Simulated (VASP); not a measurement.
InSb2As3:

```
CELL_PARAMETERS angstrom
3.10716 1.79392 4.91308
-3.10716 1.79392 4.91308
0.00000 -3.58784 4.91308
ATOMIC_POSITIONS crystal
In 0.00000 0.00000 0.00000
Sb 0.62629 0.62629 0.62629
Sb 0.37371 0.37371 0.37371
As 0.00000 0.50000 0.00000
As 0.50000 0.00000 0.00000
As 0.00000 0.00000 0.50000
```

| Item | Value |
| --- | --- |
| Program | VASP 6.6.1 |
| Task | relaxation of cell and atoms |
| Functional | PBE |
| Potentials or basis | VASP PAW PBE potentials, release 64 (In_d, Sb, As) |
| Cutoff | 600 eV |
| k mesh | 3 × 3 × 3 |
| Occupations | gaussian, width 0.1 eV |
| Spin | no spin polarisation |

At the start: pressure -6.0 GPa; volume 27.39 Å³/atom.

Problem. How do energy, volume and symmetry change on relaxing?

Solution. Over 33 steps the energy falls by 137.9 meV/atom and the volume is 25.64 Å³/atom (-6.4 %); space group R-3m (No. 166, to 0.05 Å).

Step by step:
```
step  energy change (eV)  largest force (eV/Å)  pressure (GPa)  volume (Å³)
   1              0.0000                0.0455           -5.98       164.31
   2             -0.4364                0.2413            1.32       141.17
   3             -0.4455                0.1990            0.17       143.70
   4             -0.4684                0.2796            0.14       143.58
   5             -0.5640                0.2565            0.17       143.08
   6             -0.5464                0.1777            1.54       141.42
   7             -0.6086                0.0591            0.48       142.31
   8             -0.6099                0.0989            0.42       142.43
   9             -0.6106                0.1453           -0.64       145.13
  10             -0.6124                0.1238           -0.16       143.88
  11             -0.6184                0.1815           -0.26       144.25
  12             -0.6388                0.1921           -0.61       145.35
  13             -0.6668                0.2611           -0.84       147.51
  14             -0.6919                1.2063            0.40       151.73
  15             -0.6865                0.2695           -0.67       148.27
  16             -0.7335                0.0906           -0.31       150.02
  17             -0.7289                0.5992            0.02       150.88
  18             -0.7357                0.2546           -0.21       150.33
  19             -0.7365                0.2776           -0.19       150.38
  20             -0.7384                0.3502           -0.15       150.54
  21             -0.7393                0.5121           -0.04       150.85
  22             -0.7421                0.5029           -0.04       150.88
  23             -0.7501                0.4768           -0.05       150.97
  24             -0.7635                0.4326           -0.05       151.16
  25             -0.7823                0.3751            0.04       151.50
  26             -0.7970                0.3545            0.39       152.08
  27             -0.7975                0.3641            0.49       152.17
  28             -0.7994                0.4051            0.68       152.35
  29             -0.8050                0.4733            1.02       152.65
  30             -0.8210                0.2060            0.16       154.44
  31             -0.8232                0.0769           -0.29       155.43
  32             -0.8248                0.0568           -0.21       155.04
  33             -0.8275                0.0040            0.04       153.87
```

Final structure:
```
CELL_PARAMETERS angstrom
2.93942 1.69708 5.14074
-2.93942 1.69708 5.14074
0.00000 -3.39415 5.14074
ATOMIC_POSITIONS crystal
In 0.00000 0.00000 0.00000
Sb 0.59215 0.59215 0.59215
Sb 0.40785 0.40785 0.40785
As 0.00000 0.50000 0.00000
As 0.50000 0.00000 0.00000
As 0.00000 0.00000 0.50000
```

Caveat: the k points lie up to 0.43 Å⁻¹ apart in the final cell.
